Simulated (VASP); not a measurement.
# Ag (P6_3/mmc) in VASP: notebook, part 2 of 2

VASP 6.6.1. The steps go on from the part before.

## (3) Relaxation of cell and atoms, LDA, target pressure 15 GPa, at which the enthalpy is minimised

INCAR reads:

```
PREC = Accurate
ENCUT = 600
EDIFF = 1E-6
ISMEAR = 1
SIGMA = 0.1
LREAL = F
LASPH = T
NELM = 60
ALGO = Normal
ISIF = 3
LWAVE = F
LCHARG = F
IBRION = 2
NSW = 80
EDIFFG = -0.02
PSTRESS = 150.0
```

KPOINTS reads:

```
regular mesh
0
Gamma
  10 10 5
```

POSCAR reads:

```
Ag
1.0
    2.8900000000      0.0000000000      0.0000000000
   -1.4450000000      2.5028134169      0.0000000000
    0.0000000000      0.0000000000      4.7193700000
Ag
2
Direct
    0.3333333333      0.6666666667      0.2500000000
    0.6666666667      0.3333333333      0.7500000000
```

Potentials or basis: VASP PAW LDA potentials, release 64 (Ag).

On the command line:

```bash
> cat potpaw_LDA.64/Ag/POTCAR > POTCAR
> mpirun -np 1 vasp_std > vasp.out
```

OUTCAR:

```text
PREC = Accurate
   ENCUT = 600
   EDIFF = 1E-6
   ISMEAR = 1
   LREAL = F
   LASPH = T
   NELM = 60
   ISIF = 3
   IBRION = 2
   NSW = 80
   EDIFFG = -0.02
   PSTRESS = 150.0

 ion  position               nearest neighbor table
   1  0.333  0.667  0.250-   2 2.89   2 2.89   2 2.89   2 2.89   2 2.89   2 2.89
   2  0.667  0.333  0.750-   1 2.89   1 2.89   1 2.89   1 2.89   1 2.89   1 2.89

  LATTYP: Found a hexagonal cell.
 ALAT       =     2.8900000000
 C/A-ratio  =     1.6330000000

  Lattice vectors:

 A1 = (   2.8900000000,   0.0000000000,   0.0000000000)
 A2 = (  -1.4450000000,   2.5028134169,   0.0000000000)
 A3 = (   0.0000000000,   0.0000000000,   4.7193700000)

Analysis of symmetry for initial positions (statically):
=====================================================================
 Subroutine PRICEL returns:
 Original cell was already a primitive cell.

 Routine SETGRP: Setting up the symmetry group for a
 hexagonal supercell.

 Subroutine GETGRP returns: Found 24 space group operations
 (whereof 12 operations were pure point group operations)
 out of a pool of 24 trial point group operations.

The static configuration has the point symmetry D_3d.
 The point group associated with its full space group is D_6h.

Analysis of symmetry for dynamics (positions and initial velocities):
=====================================================================
 Subroutine PRICEL returns:
 Original cell was already a primitive cell.

 Routine SETGRP: Setting up the symmetry group for a
 hexagonal supercell.

 Subroutine GETGRP returns: Found 24 space group operations
 (whereof 12 operations were pure point group operations)
 out of a pool of 24 trial point group operations.

The dynamic configuration has the point symmetry D_3d.
 The point group associated with its full space group is D_6h.

 Subroutine INISYM returns: Found 24 space group operations
 (whereof 12 operations are pure point group operations),
 and found     1 'primitive' translations

----------------------------------------------------------------------------------------

                                     Primitive cell

  volume of cell :      34.1358
[... 103 lines left out ...]
   EFERMI =   0.00;   METHOD = LEGACY
   ISMEAR =     1;   SIGMA  =   0.10  broadening in eV -4-tet -1-fermi 0-gaus
   EFERMI_NEDOS =   21; number of points for ismear=-14 and -15
   IALGO  =     38    algorithm
   IMIX   =      4    mixing-type and parameters
     AMIX     =   0.40;   BMIX     =  1.00
     AMIX_MAG =   1.60;   BMIX_MAG =  1.00
  volume/ion in A,a.u.               =      17.07       115.18
  Fermi-wavevector in a.u.,A,eV,Ry     =   1.414096  2.672254 27.207134  1.999668
  Thomas-Fermi vector in A             =   2.535674
   LORBIT       =      0    0 simple, 1 ext, 2 COOP (PROOUT), +10 PAW based schemes
   GGA     = CA    functional components
   LHFCALC =     F    Hartree Fock is set to
   AEXX    =    0.0000 exact exchange contribution
   IVDW    =     0    specifies the selected vdW correction
   LEPSILON=     F    determine dielectric tensor
   LRPA    =     F    only Hartree local field effects (RPA)
 conjugate gradient relaxation of ions
 non-spin polarized calculation
 Methfessel and Paxton  Order N= 1 SIGMA  =   0.10
  energy-cutoff  :      600.00
  volume of cell :       34.14
 maximum number of plane-waves:      1158
 NGX is ok and might be reduce to    24
   NGX = 11   NGY = 11   NGZ = 19

--------------------------------------- Ionic step        1  -------------------------------------------

 number of electron      21.9999998 magnetization

 Free energy of the ion-electron system (eV)
  ---------------------------------------------------
  ext. energy  EPLUGINS =         0.00000000
  ---------------------------------------------------
  free energy    TOTEN  =        -7.47537951 eV

  energy without entropy =       -7.47334641  energy(sigma->0) =       -7.47470181

 E-fermi :   8.1568     XC(G=0): -12.5752

 val. band max:        8.1129054605   @ k =   0.2000   0.2000   0.4000
 cond. band min:       8.1687971881   @ k =   0.2000   0.0000   0.2000
 fundamental gap:      0.0558917275
 Fermi energy:         8.1567870721

 k-point     1 :       0.0000    0.0000    0.0000
  band No.  band energies     occupation
      1       0.3118      2.00000
      2       1.7464      2.00000
      3       3.3659      2.00000
      4       3.4653      2.00000
      5       3.4653      2.00000
      6       3.7068      2.00000
      7       3.7068      2.00000
      8       4.0596      2.00000
      9       4.0596      2.00000
     10       5.0896      2.00000
     11       5.0896      2.00000
     12       7.7010      2.00000
     13      11.6884      0.00000
     14      23.8094      0.00000
[... 642 lines left out ...]
--------------------------------------- Ionic step        7  -------------------------------------------

 number of electron      22.0000003 magnetization

 Free energy of the ion-electron system (eV)
  ---------------------------------------------------
  ext. energy  EPLUGINS =         0.00000000
  ---------------------------------------------------
  free energy    TOTEN  =        -7.40150313 eV

  energy without entropy =       -7.40034306  energy(sigma->0) =       -7.40111644

 E-fermi :  10.4557     XC(G=0): -13.4511

 val. band max:       10.4554673551   @ k =   0.2000   0.2000   0.4000
 cond. band min:      10.4882140600   @ k =   0.3000   0.1000   0.4000
 fundamental gap:      0.0327467049
 Fermi energy:        10.4557043861

 k-point     1 :       0.0000    0.0000    0.0000
  band No.  band energies     occupation
      1       1.3961      2.00000
      2       2.9532      2.00000
      3       5.0434      2.00000
      4       5.1087      2.00000
      5       5.1087      2.00000
      6       5.4385      2.00000
      7       5.4385      2.00000
      8       5.8254      2.00000
      9       5.8254      2.00000
     10       7.1972      2.00000
     11       7.1972      2.00000
     12       9.5951      2.00000
     13      14.9610      0.00000
     14      26.2620      0.00000
[... 448 lines left out ...]
  energy  without entropy=       -7.4003430599  energy(sigma->0) =       -7.40111644

  enthalpy is  TOTEN    =        -4.6380540341 eV   P V=        2.7634490967

 reached required accuracy - stopping structural energy minimisation
```

CONTCAR:

```text
Ag
   1.00000000000000
     2.7631715310334535    0.0000000000000000    0.0000000000000000
    -1.3815857655167267    2.3929767408491784   -0.0000000000000000
     0.0000000000000000    0.0000000000000000    4.4640029140811377
  Ag
     2
Direct
     0.3333333332999970    0.6666666667000030    0.2500000000000000
     0.6666666667000030    0.3333333332999970    0.7500000000000000

  0.00000000E+00  0.00000000E+00  0.00000000E+00
  0.00000000E+00  0.00000000E+00  0.00000000E+00
```

It took 56 s on 1 thread of Intel Xeon Platinum 8259CL at 2.50GHz (Skylake/Cascade Lake), shared host; peak memory 0.16 GiB.

Results:

| Item | Value |
| --- | --- |
| Free energy | -7.4015 eV |
| Relaxed volume | 14.76 Å³/atom |
| Relaxed cell | a = 2.763 Å, b = 2.763 Å, c = 4.464 Å, α = 90.00°, β = 90.00°, γ = 120.00° |
| Space group after relaxing (to 0.05 Å) | P6_3/mmc (No. 194) |
| Energy change on relaxing (the enthalpy is what falls) | +36.9 meV/atom |
| Ionic steps | 7 |
| Pressure after relaxing | 15.2 GPa |
| Band gap on the k mesh | zero (band 11 reaches 13.26 eV, above the bottom of band 12 at 6.97 eV) |

The path:
```tsv
step	energy change (eV)	largest force (eV/Å)	pressure (GPa)	volume (Å³)
1	0.0000	0.0000	-6.61	34.14
2	1.6576	0.0000	90.91	23.98
3	0.0528	0.0000	13.47	29.76
4	0.0661	0.0000	14.47	29.61
5	0.0740	0.0000	15.11	29.53
6	0.0737	0.0000	15.15	29.52
7	0.0739	0.0000	15.17	29.52
```

Final structure:
```
CELL_PARAMETERS angstrom
2.76317 0.00000 0.00000
-1.38159 2.39298 0.00000
0.00000 0.00000 4.46400
ATOMIC_POSITIONS crystal
Ag 0.33333 0.66667 0.25000
Ag 0.66667 0.33333 0.75000
```

Caveat: the cell is relaxed towards a set pressure, so the enthalpy falls and the energy may rise.

## (4) Relaxation of cell and atoms, LDA, target pressure 30 GPa, at which the enthalpy is minimised

INCAR reads:

```
PREC = Accurate
ENCUT = 600
EDIFF = 1E-7
ISMEAR = 1
SIGMA = 0.1
LREAL = False
LASPH = True
NELM = 60
ALGO = Normal
ISIF = 3
LWAVE = False
LCHARG = False
GGA = CA
IBRION = 2
NSW = 80
EDIFFG = -0.02
PSTRESS = 300.0
```

KPOINTS is that of step 3.

POSCAR is that of step 3.

Potentials or basis: VASP PAW LDA potentials, release 64 (Ag).

On the command line:

```bash
> cat potpaw_LDA.64/Ag/POTCAR > POTCAR
> mpirun -np 1 vasp_std > vasp.out
```

OUTCAR:

```text
PREC = Accurate
   ENCUT = 600
   EDIFF = 1E-7
   ISMEAR = 1
   LREAL = False
   LASPH = True
   NELM = 60
   ISIF = 3
   GGA = CA
   IBRION = 2
   NSW = 80
   EDIFFG = -0.02
   PSTRESS = 300.0

 ion  position               nearest neighbor table
   1  0.333  0.667  0.250-   2 2.89   2 2.89   2 2.89   2 2.89   2 2.89   2 2.89
   2  0.667  0.333  0.750-   1 2.89   1 2.89   1 2.89   1 2.89   1 2.89   1 2.89

  LATTYP: Found a hexagonal cell.
 ALAT       =     2.8900000000
 C/A-ratio  =     1.6330000000

  Lattice vectors:

 A1 = (   2.8900000000,   0.0000000000,   0.0000000000)
 A2 = (  -1.4450000000,   2.5028134169,   0.0000000000)
 A3 = (   0.0000000000,   0.0000000000,   4.7193700000)

Analysis of symmetry for initial positions (statically):
=====================================================================
 Subroutine PRICEL returns:
 Original cell was already a primitive cell.

 Routine SETGRP: Setting up the symmetry group for a
 hexagonal supercell.

 Subroutine GETGRP returns: Found 24 space group operations
 (whereof 12 operations were pure point group operations)
 out of a pool of 24 trial point group operations.

The static configuration has the point symmetry D_3d.
 The point group associated with its full space group is D_6h.

Analysis of symmetry for dynamics (positions and initial velocities):
=====================================================================
 Subroutine PRICEL returns:
[... 166 lines left out ...]
 fundamental gap:      0.0558920066
 Fermi energy:         8.1567929703

 k-point     1 :       0.0000    0.0000    0.0000
  band No.  band energies     occupation
      1       0.3118      2.00000
      2       1.7464      2.00000
      3       3.3659      2.00000
      4       3.4653      2.00000
      5       3.4653      2.00000
      6       3.7068      2.00000
      7       3.7068      2.00000
      8       4.0596      2.00000
      9       4.0596      2.00000
     10       5.0897      2.00000
     11       5.0897      2.00000
     12       7.7010      2.00000
     13      11.6884      0.00000
     14      23.8094      0.00000
[... 524 lines left out ...]
  energy  without entropy=       -7.2818022786  energy(sigma->0) =       -7.28257341

  enthalpy is  TOTEN    =        -1.9412797039 eV   P V=        5.3416792752

[... ionic steps 4 to 7 ...]

--------------------------------------- Ionic step        8  -------------------------------------------

 number of electron      21.9999998 magnetization

------------------------ aborting loop because EDIFF is reached ----------------------------------------
[... 71 lines left out ...]
--------------------------------------- Ionic step       10  -------------------------------------------

 number of electron      21.9999999 magnetization

 Free energy of the ion-electron system (eV)
  ---------------------------------------------------
  ext. energy  EPLUGINS =         0.00000000
  ---------------------------------------------------
  free energy    TOTEN  =        -7.16613363 eV

  energy without entropy =       -7.16567055  energy(sigma->0) =       -7.16597927

 E-fermi :  11.5096     XC(G=0): -13.8215

 val. band max:       11.4720147598   @ k =   0.5000   0.0000   0.0000
 cond. band min:      11.5323808612   @ k =   0.2000   0.2000   0.4000
 fundamental gap:      0.0603661014
 Fermi energy:        11.5096330043

 k-point     1 :       0.0000    0.0000    0.0000
  band No.  band energies     occupation
      1       1.9115      2.00000
      2       3.4917      2.00000
      3       5.7774      2.00000
      4       5.8493      2.00000
      5       5.8493      2.00000
      6       6.2167      2.00000
      7       6.2167      2.00000
      8       6.6482      2.00000
      9       6.6482      2.00000
     10       8.1623      2.00000
     11       8.1623      2.00000
     12      10.4360      2.00000
     13      16.3958      0.00000
     14      27.3615      0.00000
[... 448 lines left out ...]
  energy  without entropy=       -7.1656705483  energy(sigma->0) =       -7.16597927

  enthalpy is  TOTEN    =        -1.9585546687 eV   P V=        5.2075789568

 reached required accuracy - stopping structural energy minimisation
```

Wall time 83 s (1 thread of Intel Xeon Platinum 8259CL at 2.50GHz (Skylake/Cascade Lake), shared host); peak memory 0.17 GiB.

Results:

```yaml
Free_energy: -7.1661 eV
Relaxed_volume: 13.91 Å³/atom
Relaxed_cell: a = 2.708 Å, b = 2.708 Å, c = 4.378 Å, α = 90.00°, β = 90.00°, γ = 120.00°
Space_group_after_relaxing_to_0.05_Å: P6_3/mmc (No. 194)
Energy_change_on_relaxing_the_enthalpy_is_what_falls: +154.6 meV/atom
Ionic_steps: 10
Pressure_after_relaxing: 30.0 GPa
Band_gap_on_the_k_mesh: zero (band 11 reaches 14.47 eV, above the bottom of band 12 at 7.91 eV)
```

Step by step:
| step | energy change (eV) | largest force (eV/Å) | pressure (GPa) | volume (Å³) |
| --- | --- | --- | --- | --- |
| 1 | 0.0000 | 0.0000 | -6.61 | 34.14 |
| 2 | 8.7022 | 0.0000 | 363.26 | 18.26 |
| 3 | 0.1924 | 0.0000 | 23.07 | 28.53 |
| 4 | 0.2497 | 0.0000 | 26.48 | 28.16 |
| 5 | 0.3141 | 0.0000 | 30.12 | 27.79 |
| 6 | 0.2923 | 0.0000 | 28.96 | 27.91 |
| 7 | 0.2935 | 0.0000 | 29.11 | 27.90 |
| 8 | 0.2938 | 0.0000 | 29.14 | 27.90 |
| 9 | 0.3448 | 0.0000 | 31.94 | 27.63 |
| 10 | 0.3092 | 0.0000 | 30.00 | 27.81 |

Final structure:
```xyz
2
Lattice="2.7084 0.0000 0.0000 -1.3542 2.3456 0.0000 0.0000 0.0000 4.3778" Properties=species:S:1:pos:R:3 pbc="T T T"
Ag    0.0000    1.5637    1.0945
Ag    1.3542    0.7819    3.2834
```

Caveat: the cell is relaxed towards a set pressure, so the enthalpy falls and the energy may rise; the volume moved by over 15 % at a fixed basis, so the end points are rough.

## (5) Relaxation of cell and atoms, LDA, target pressure 45 GPa, at which the enthalpy is minimised

INCAR reads:

```
SYSTEM = Ag
ALGO = Normal
EDIFF = 1E-7
EDIFFG = -0.02
ENCUT = 600
GGA = CA
IBRION = 2
ISIF = 3
ISMEAR = 1
LASPH = .TRUE.
LCHARG = .FALSE.
LREAL = .FALSE.
LWAVE = .FALSE.
NELM = 80
NSW = 80
PREC = Accurate
PSTRESS = 450.0
SIGMA = 0.1
```

KPOINTS reads:

```
k-points
0
G
  10 10 5
  0 0 0
```

POSCAR is that of step 4.

On the command line:

```bash
> cat potpaw_LDA.64/Ag/POTCAR > POTCAR
> mpirun -np 1 vasp_std > vasp.out
```

Wall time 1.7 min (1 thread of Intel Xeon Platinum 8259CL at 2.50GHz (Skylake/Cascade Lake), shared host); peak memory 0.17 GiB.

Results (log left out):

* Free energy: -6.8711 eV
* Relaxed volume: 13.27 Å³/atom
* Relaxed cell: a = 2.664 Å, b = 2.664 Å, c = 4.320 Å, α = 90.00°, β = 90.00°, γ = 120.00°
* Space group after relaxing (to 0.05 Å): P6_3/mmc (No. 194)
* Energy change on relaxing (the enthalpy is what falls): +302.1 meV/atom
* Ionic steps: 11
* Pressure after relaxing: 45.0 GPa
* Band gap on the k mesh: zero (band 11 reaches 15.50 eV, above the bottom of band 12 at 8.70 eV)

Step by step:
| step | energy change (eV) | largest force (eV/Å) | pressure (GPa) | volume (Å³) |
| --- | --- | --- | --- | --- |
| 1 | 0.0000 | 0.0000 | -6.61 | 34.14 |
| 2 | 29.0534 | 0.0000 | 1191.77 | 13.54 |
| 3 | -0.0334 | 0.0000 | 3.57 | 31.44 |
| 4 | 0.0596 | 0.0000 | 14.01 | 29.69 |
| 5 | 0.7864 | 0.0000 | 53.46 | 25.95 |
| 6 | 0.5766 | 0.0000 | 43.60 | 26.64 |
| 7 | 0.6148 | 0.0000 | 45.44 | 26.51 |
| 8 | 0.5810 | 0.0000 | 43.90 | 26.62 |
| 9 | 0.5931 | 0.0000 | 44.45 | 26.58 |
| 10 | 0.6162 | 0.0000 | 45.61 | 26.50 |
| 11 | 0.6042 | 0.0000 | 45.02 | 26.54 |

Final structure:
```
Ag
1.0
     2.66356    0.00000    0.00000
    -1.33178    2.30671    0.00000
     0.00000    0.00000    4.31976
Ag
2
Cartesian
  0.0000 1.5378 1.0799
  1.3318 0.7689 3.2398
```

Levels at points of the mesh, in eV from the Fermi level:
| k point | band 8 | band 9 | band 10 | band 11 | band 12 | band 13 | band 14 | band 15 |
| --- | --- | --- | --- | --- | --- | --- | --- | --- |
| (0.00, 0.00, 0.00) | -5.04 | -5.04 | -3.42 | -3.42 | -1.27 | 5.17 | 15.89 | 18.23 |
| (0.50, 0.00, 0.00) | -3.21 | -3.07 | -2.98 | -0.02 | 2.08 | 8.01 | 8.26 | 11.69 |

Caveat: the cell is relaxed towards a set pressure, so the enthalpy falls and the energy may rise; the volume moved by over 15 % at a fixed basis, so the end points are rough.

## (6) Overview

```tsv
cell	gap on the mesh (eV)	pressure (GPa)
relaxed	none	0.1
relaxed to 15 GPa	none	15.2
relaxed to 30 GPa	none	30.0
relaxed to 45 GPa	none	45.0
```

Alike in all rows: task relaxation of cell and atoms; level LDA; potentials or basis VASP PAW LDA potentials, release 64 (Ag); no spin polarisation; k mesh 10 × 10 × 5; cutoff (eV) 600; smearing methfessel-paxton 0.1 eV.

Caveats: the cell is relaxed towards a set pressure, so the enthalpy falls and the energy may rise (some runs); the volume moved by over 15 % at a fixed basis, so the end points are rough (some runs).

Absolute energies hang on the potentials; compare differences alone.
